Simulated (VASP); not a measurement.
Set up this calculation in VASP 6.6.1, as the native input.

* Task: single point
* Functional: PBE
* Potentials or basis: VASP PAW PBE potentials, release 64 (Sb)
* Cutoff: 520 eV
* k mesh: 12 × 12 × 12
* Occupations: gaussian, width 0.03 eV
* Spin: non-collinear spin, zero start, spin-orbit coupling
* Starting moments: [[0.0, 0.0, 0.0], [0.0, 0.0, 0.0]] μB
* Dipole correction: no
* Further INCAR settings: ALGO = Normal; EDIFF = 1e-06; NBANDS = 22

The structure of Sb lies in POSCAR:

```
Sb
1.0
    2.1542000000      1.2437279500      3.7580000000
   -2.1542000000      1.2437279500      3.7580000000
    0.0000000000     -2.4874559000      3.7580000000
Sb
2
Direct
    0.2334900000      0.2334900000      0.2334900000
    0.7665100000      0.7665100000      0.7665100000
```

These files were run (other wordings do the same):

INCAR

```
SYSTEM = Sb
PREC     = Accurate       ! precision mode
ENCUT    = 520            ! plane-wave cutoff, eV
EDIFF    = 1E-6           ! SCF threshold, eV
ISMEAR   = 0              ! smearing method
SIGMA    = 0.03           ! smearing width, eV
LREAL    = .False.        ! projectors in reciprocal space
LASPH    = .True.         ! aspherical terms in the spheres
NELM     = 150            ! most SCF steps
ALGO     = Normal         ! electronic algorithm
ISIF     = 2              ! what is computed and relaxed
LWAVE    = .False.        ! write WAVECAR
LCHARG   = .False.        ! write CHGCAR
LNONCOLLINEAR= .True.         ! non-collinear magnetism
MAGMOM   = 0 0 0 0 0 0    ! initial moments
LORBIT   = 11             ! projections on sites
LSORBIT  = .True.         ! spin-orbit coupling
GGA_COMPAT= .False.      
LORBMOM  = .True.       
GGA      = PE             ! functional
NBANDS   = 22             ! bands
```

KPOINTS

```
regular mesh
0
Gamma
  12 12 12
  0 0 0
```

Potentials or basis: VASP PAW PBE potentials, release 64 (Sb).

Command:

```sh
$ cat potpaw_PBE.64/Sb/POTCAR > POTCAR
$ mpirun -np 1 vasp_ncl > vasp.out
```

Results of the run:

```yaml
Pressure: 2.9 GPa
Largest_force: 0.237 eV/Å
Net_moment: 0.00 μB per cell
Valence_electrons_inside_the_program's_atomic_spheres: Sb 2.40
```

It took 3 min on 1 thread of Intel(R) Xeon(R) 6975P-C (Granite Rapids), on a shared host, peak memory 0.59 GiB.
